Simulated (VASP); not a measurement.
# TaTe (F-43m) in VASP: elastic constants with PBEsol

Aim: the elastic constants of TaTe with PBEsol.

Program: VASP 6.6.1. These are calculated values, not measurements. Logs are shortened: lines on timing, memory, paths and dates and some standing lists are left out, and cuts for length are marked.

## Step 1: The cell of the first run

Symmetry: F-43m, No. 216, cubic system. Conventional cell: a = 6.234 Å, b = 6.234 Å, c = 6.234 Å, α = 90.00°, β = 90.00°, γ = 90.00°. Ta (site symmetry -43m) has 4 Te at 2.70 Å within 3.6 Å. Te (site symmetry -43m) has 4 Ta at 2.70 Å within 3.6 Å.

## Step 2: Elastic constants, PBEsol, collinear spin

Input file INCAR:

```
SYSTEM = TaTe
ALGO = Normal
EDIFF = 1E-8
ENCUT = 600
GGA = PS
IBRION = 6
ISIF = 3
ISMEAR = 0
ISPIN = 2
LASPH = .True.
LCHARG = .True.
LMAXMIX = 4
LORBIT = 11
LREAL = .False.
LWAVE = .False.
MAGMOM = 1.29 0
NBANDS = 20
NELM = 150
NFREE = 2
NSW = 1
POTIM = 0.015
PREC = Accurate
SIGMA = 0.05
```

Input file KPOINTS:

```
k-points
0
Gamma
  8 8 8
  0 0 0
```

Input file POSCAR:

```
TaTe
1.0
    0.0000000000      3.1168534336      3.1168534336
    3.1168534336      0.0000000000      3.1168534336
    3.1168534336      3.1168534336      0.0000000000
Ta Te
1 1
Direct
    0.0000000000      0.0000000000      0.0000000000
    0.2500000000      0.2500000000      0.2500000000
```

Potentials or basis: VASP PAW PBE potentials, release 64 (Ta_pv, Te).

On the command line:

```bash
cat potpaw_PBE.64/Ta_pv/POTCAR potpaw_PBE.64/Te/POTCAR > POTCAR
mpirun -np 1 vasp_std > vasp.out
```

OUTCAR:

```text
SYSTEM = TaTe
   EDIFF = 1E-8
   ENCUT = 600
   GGA = PS
   IBRION = 6
   ISIF = 3
   ISMEAR = 0
   ISPIN = 2
   LASPH = .True.
   LORBIT = 11
   LREAL = .False.
   NELM = 150
   NFREE = 2
   NSW = 1
   POTIM = 0.015
   PREC = Accurate

 ion  position               nearest neighbor table
   1  0.000  0.000  0.000-   2 2.70   2 2.70   2 2.70   2 2.70
   2  0.250  0.250  0.250-   1 2.70   1 2.70   1 2.70   1 2.70

  LATTYP: Found a face centered cubic cell.
 ALAT       =     6.2337068672

  Lattice vectors:

 A1 = (   0.0000000000,   3.1168534336,   3.1168534336)
 A2 = (   3.1168534336,   0.0000000000,   3.1168534336)
 A3 = (   3.1168534336,   3.1168534336,   0.0000000000)

Analysis of symmetry for initial positions (statically):
=====================================================================
 Subroutine PRICEL returns:
 Original cell was already a primitive cell.

 Routine SETGRP: Setting up the symmetry group for a
 face centered cubic supercell.

 Subroutine GETGRP returns: Found 24 space group operations
 (whereof 24 operations were pure point group operations)
 out of a pool of 48 trial point group operations.

The static configuration has the point symmetry T_d .

Analysis of symmetry for dynamics (positions and initial velocities):
=====================================================================
 Subroutine PRICEL returns:
 Original cell was already a primitive cell.

 Routine SETGRP: Setting up the symmetry group for a
 face centered cubic supercell.

 Subroutine GETGRP returns: Found 24 space group operations
 (whereof 24 operations were pure point group operations)
 out of a pool of 48 trial point group operations.

The dynamic configuration has the point symmetry T_d .

Analysis of structural, dynamic, and magnetic symmetry:
=====================================================================
 Subroutine PRICEL returns:
 Original cell was already a primitive cell.

 Routine SETGRP: Setting up the symmetry group for a
 face centered cubic supercell.

 Subroutine GETGRP returns: Found 24 space group operations
 (whereof 24 operations were pure point group operations)
 out of a pool of 48 trial point group operations.

The overall configuration has the point symmetry T_d .

 Subroutine INISYM returns: Found 24 space group operations
 (whereof 24 operations are pure point group operations),
 and found     1 'primitive' translations

----------------------------------------------------------------------------------------

                                     Primitive cell

  volume of cell :      60.5591

  direct lattice vectors                    reciprocal lattice vectors
     0.000000000  3.116853434  3.116853434    -0.160418194  0.160418194  0.160418194
     3.116853434  0.000000000  3.116853434     0.160418194 -0.160418194  0.160418194
     3.116853434  3.116853434  0.000000000     0.160418194  0.160418194 -0.160418194

  length of vectors
     4.407896398  4.407896398  4.407896398     0.277852463  0.277852463  0.277852463

  position of ions in fractional coordinates (direct lattice)
     0.000000000  0.000000000  0.000000000
     0.250000000  0.250000000  0.250000000

  ion indices of the primitive-cell ions
   primitive index   ion index
                 1           1
                 2           2

----------------------------------------------------------------------------------------

 KPOINTS: k-points

Automatic generation of k-mesh.
 Grid dimensions read from file:
 generate k-points for:    8    8    8

 Generating k-lattice:

[... 117 lines left out ...]
  -------------------------------------------------------------------------------------
  Total        0.0399063      0.0399063      0.0399063      0.0000000      0.0000000     -0.0000000
  in kB        1.0557787      1.0557787      1.0557787      0.0000000      0.0000000     -0.0000000
  external PRESSURE =       1.0557787 kB  Pullay stress =       0.0000000 kB
[... 89 lines left out ...]
  FREE ENERGIE OF THE ION-ELECTRON SYSTEM (eV)
  ---------------------------------------------------
  free  energy   TOTEN  =       -13.9880488690 eV

  energy  without entropy=      -13.9827594351  energy(sigma->0) =      -13.98540415

 E-fermi :   5.0381     XC(G=0):  -9.7279

 val. band max:        5.0367119822   @ k =   0.5000   0.1250   0.2500
 cond. band min:       5.0453321652   @ k =   0.5000   0.3750   0.0000
 fundamental gap:      0.0086201830
 Fermi energy:         5.0381400839

 spin component 1

 k-point     1 :       0.0000    0.0000    0.0000
  band No.  band energies     occupation
      1     -30.0894      1.00000
      2     -30.0882      1.00000
      3     -30.0882      1.00000
      4      -8.0281      1.00000
      5       0.8151      1.00000
      6       0.8151      1.00000
[... 1097 lines left out ...]
     19      17.1339      0.00000
     20      18.5679      0.00000

 [... further k-points ...]

[... ionic steps 4 to 14 ...]

--------------------------------------- Ionic step       15  -------------------------------------------

 number of electron      17.0000001 magnetization       1.9724912

------------------------ aborting loop because EDIFF is reached ----------------------------------------
[... 67 lines left out ...]
--------------------------------------- Ionic step       17  -------------------------------------------

 number of electron      17.0000001 magnetization       1.9724897

 Free energy of the ion-electron system (eV)
  ---------------------------------------------------
  ext. energy  EPLUGINS =         0.00000000
  ---------------------------------------------------
  free energy    TOTEN  =       -13.99016977 eV

  energy without entropy =      -13.98578030  energy(sigma->0) =      -13.98797504

 E-fermi :   4.9086     XC(G=0):  -9.6544

 val. band max:        4.9068213774   @ k =   0.3750   0.3750   0.0000
 cond. band min:       4.9108567346   @ k =   0.1250  -0.2500   0.3750
 fundamental gap:      0.0040353572
 Fermi energy:         4.9085574625

 spin component 1

 k-point     1 :       0.0000    0.0000    0.0000
  band No.  band energies     occupation
      1     -30.2357      1.00000
      2     -30.2341      1.00000
      3     -30.2322      1.00000
      4      -8.0940      1.00000
      5       0.7123      1.00000
      6       0.7296      1.00000
[... 1128 lines left out ...]
  FREE ENERGIE OF THE ION-ELECTRON SYSTEM (eV)
  ---------------------------------------------------
  free  energy   TOTEN  =       -13.9901697745 eV

  energy  without entropy=      -13.9857803001  energy(sigma->0) =      -13.98797504

 INTERNAL STRAIN TENSORS FROM STRAINED CELLS
 ============================================

 INTERNAL STRAIN TENSOR FOR ION    1 for displacements in x,y,z  (eV/Angst):
          X           Y           Z          XY          YZ          ZX
  --------------------------------------------------------------------------------
  x    -0.00000     0.00000    -0.00000     0.00000    15.50816    -0.00000
  y     0.00000     0.00000    -0.00000    -0.00000     0.00000    15.50815
  z     0.00000     0.00000     0.00000    15.50831    -0.00000     0.00000

 INTERNAL STRAIN TENSORS FROM DISPLACED ATOMS
 ============================================

 INTERNAL STRAIN TENSOR FOR ION    1 for displacements in x,y,z  (eV/Angst):
          X           Y           Z          XY          YZ          ZX
  --------------------------------------------------------------------------------
  x     0.00000     0.00000     0.00000    -0.00000    15.50481     0.00000
  y     0.00000     0.00000     0.00000    -0.00000    -0.00000    15.50481
  z     0.00000     0.00000     0.00000    15.50481     0.00000    -0.00000

 INTERNAL STRAIN TENSOR FOR ION    2 for displacements in x,y,z  (eV/Angst):
          X           Y           Z          XY          YZ          ZX
  --------------------------------------------------------------------------------
  x     0.00000     0.00000     0.00000    -0.00000   -15.49852    -0.00000
  y     0.00000     0.00000     0.00000     0.00000    -0.00000   -15.49852
  z     0.00000     0.00000     0.00000   -15.49852    -0.00000    -0.00000

 Eigenvectors and eigenvalues of the dynamical matrix
 ----------------------------------------------------

   1 f  =    5.863688 THz    36.842640 2PiTHz  195.591585 cm-1    24.250255 meV
             X         Y         Z           dx          dy          dz
      0.000000  0.000000  0.000000     0.000000    0.643103    0.000000
      1.558427  1.558427  1.558427     0.000000   -0.765780    0.000000
[... 21 lines left out ...]
   6 f/i=    0.000185 THz     0.001164 2PiTHz    0.006182 cm-1     0.000766 meV
             X         Y         Z           dx          dy          dz
      0.000000  0.000000  0.000000     0.000000    0.000000    0.765780
      1.558427  1.558427  1.558427     0.000000    0.000000    0.643103

--------------------------------------------------------------------------------------------------------

 ELASTIC MODULI CONTR FROM IONIC RELAXATION (kBar)
 Direction    XX          YY          ZZ          XY          YZ          ZX
 --------------------------------------------------------------------------------
 XX           0.0000      0.0000      0.0000      0.0000      0.0000      0.0000
 YY           0.0000      0.0000      0.0000      0.0000      0.0000      0.0000
 ZZ           0.0000      0.0000      0.0000      0.0000      0.0000      0.0000
 XY           0.0000      0.0000      0.0000   -603.8950      0.0000     -0.0000
 YZ           0.0000      0.0000      0.0000      0.0000   -603.8950     -0.0000
 ZX           0.0000      0.0000      0.0000     -0.0000     -0.0000   -603.8950
 --------------------------------------------------------------------------------

 TOTAL ELASTIC MODULI (kBar)
 Direction    XX          YY          ZZ          XY          YZ          ZX
 --------------------------------------------------------------------------------
 XX         633.8535    712.4281    712.4281      0.0000      0.0000     -0.0000
 YY         712.4281    633.8535    712.4281     -0.0000      0.0000     -0.0000
 ZZ         712.4281    712.4281    633.8535     -0.0000     -0.0000     -0.0000
 XY           0.0000     -0.0000     -0.0000      7.6884      0.0000     -0.0000
 YZ           0.0000      0.0000     -0.0000      0.0000      7.6884     -0.0000
 ZX          -0.0000     -0.0000     -0.0000     -0.0000     -0.0000      7.6884
 --------------------------------------------------------------------------------

 total charge

# of ion       s       p       d       tot
------------------------------------------
    1        0.289   6.071   2.470   8.830
    2        1.327   2.110   0.104   3.541
--------------------------------------------------
tot          1.616   8.180   2.574  12.370

 magnetization (x)

# of ion       s       p       d       tot
------------------------------------------
    1        0.046   0.013   1.281   1.340
    2       -0.012  -0.061   0.057  -0.016
--------------------------------------------------
tot          0.034  -0.048   1.338   1.324
```

Run time: 2 h. Hardware: 1 thread of Oxide Virtual Turin-like, shared host; peak memory 0.68 GiB.

What came out:

- Net moment: 1.97 μB per cell
- Site moments: Ta +1.34; Te -0.02 μB
- Valence electrons inside the program's atomic spheres: Ta 8.83; Te 3.54
- Elastic constants C11, C12, C44: 63, 71, 1 GPa
- Voigt bulk modulus: 69 GPa
- Highest phonon frequency at Γ, LO-TO splitting left out: 196 cm⁻¹

Phonon frequencies in cm⁻¹ (negative: imaginary):
```csv
q point,frequencies
"(0.000, 0.000, 0.000)",0 0 0 196 196 196
```

Elastic tensor in Voigt notation (GPa, in the Cartesian axes of the cell as first typed):
```
63 71 71  0  0  0
71 63 71  0  0  0
71 71 63  0  0  0
 0  0  0  1  0  0
 0  0  0  0  1  0
 0  0  0  0  0  1
```

Clamped-ion elastic tensor (GPa):
```
63 71 71  0  0  0
71 63 71  0  0  0
71 71 63  0  0  0
 0  0  0 61  0  0
 0  0  0  0 61  0
 0  0  0  0  0 61
```

Caveat: the elastic tensor has a negative eigenvalue, so either the cell is unstable as it stands or the mesh is too thin; the PAW data sets were made with another functional, which shifts forces and pressure a little; spin-orbit coupling is left out, which moves the levels of the heavy elements.
